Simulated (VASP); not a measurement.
# BeTe: single point with PBE

Crystal: BeTe.

```xyz
2
Lattice="0.0000 2.8325 2.8325 2.8325 0.0000 2.8325 2.8325 2.8325 0.0000" Properties=species:S:1:pos:R:3 pbc="T T T"
Be    0.0000    0.0000    0.0000
Te    4.2487    4.2487    4.2487
```

```yaml
Program: VASP 6.6.1
Task: single point
Functional: PBE
Potentials_or_basis: VASP PAW PBE potentials, release 64 (Be, Te)
Cutoff: 520 eV
k_mesh: 10 × 10 × 10
Occupations: gaussian, width 0.05 eV
Spin: no spin polarisation
Dipole_correction: no
Further_INCAR_settings: ALGO = Normal; EDIFF = 1e-07; NBANDS = 11
```

| Quantity | Value |
| --- | --- |
| Pressure | 0.1 GPa |
| Band gap on the k mesh | 2.02 eV, indirect (least direct gap 3.62 eV) |

Levels at points of the mesh, in eV from the valence-band top:
```tsv
k point	band 2	band 3	band 4	band 5	band 6	band 7
(0.00, 0.00, 0.00)	0.00	0.00	0.00	3.62	3.62	3.62
(0.50, 0.00, 0.00)	-5.43	-1.10	-1.10	3.03	4.60	4.60
(0.50, 0.50, 0.00)	-5.02	-2.58	-2.58	2.02	2.69	9.59
```

Run time: 12 s on 1 thread of Intel(R) Xeon(R) 6975P-C (Granite Rapids), with other jobs on the host, peak memory 0.18 GiB.

Caveat: spin-orbit coupling is left out, which moves the levels of the heavy elements. Expect the measured gap to be larger: semilocal functionals such as PBE lack the derivative discontinuity.
